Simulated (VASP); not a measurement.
A run of VASP 6.6.1:

File INCAR:

```
SYSTEM = SrTiO3
PREC = Accurate
ENCUT = 600
EDIFF = 1E-6
ISMEAR = 0
SIGMA = 0.1
LREAL = .False.
LASPH = .True.
NELM = 120
ALGO = Normal
ISIF = 2
LWAVE = .False.
LCHARG = .True.
GGA = CA
LELF = .True.
LVHAR = .True.
NBANDS = 28
GGA_COMPAT = .False.
```

Contents of KPOINTS:

```
Automatic mesh
0
Gamma
  6 6 6
  0 0 0
```

The input POSCAR:

```
SrTiO3
1.0
    3.8545763383      0.0000000000      0.0000000000
    0.0000000000      3.8545763383      0.0000000000
    0.0000000000      0.0000000000      3.8545763383
Sr Ti O
1 1 3
Direct
    0.0000000000      0.0000000000      0.0000000000
    0.5000000000      0.5000000000      0.5000000000
    0.5000000000      0.0000000000      0.5000000000
    0.5000000000      0.5000000000      0.0000000000
    0.0000000000      0.5000000000      0.5000000000
```

Potentials or basis: VASP PAW LDA potentials, release 64 (Sr_sv, Ti_sv, O).

Launch:

```bash
$ cat potpaw_LDA.64/Sr_sv/POTCAR potpaw_LDA.64/Ti_sv/POTCAR potpaw_LDA.64/O/POTCAR > POTCAR
$ mpirun -np 1 vasp_std > vasp.out
```

Hardware: 1 thread of Intel Xeon 8259CL (shared host).

**Question.** Estimate the wall time of this run.

**Answer.** Run time: 90 s on 1 thread of Intel Xeon 8259CL, on a shared host, peak memory 0.15 GiB. Counts: scf iterations 16, k points 20.
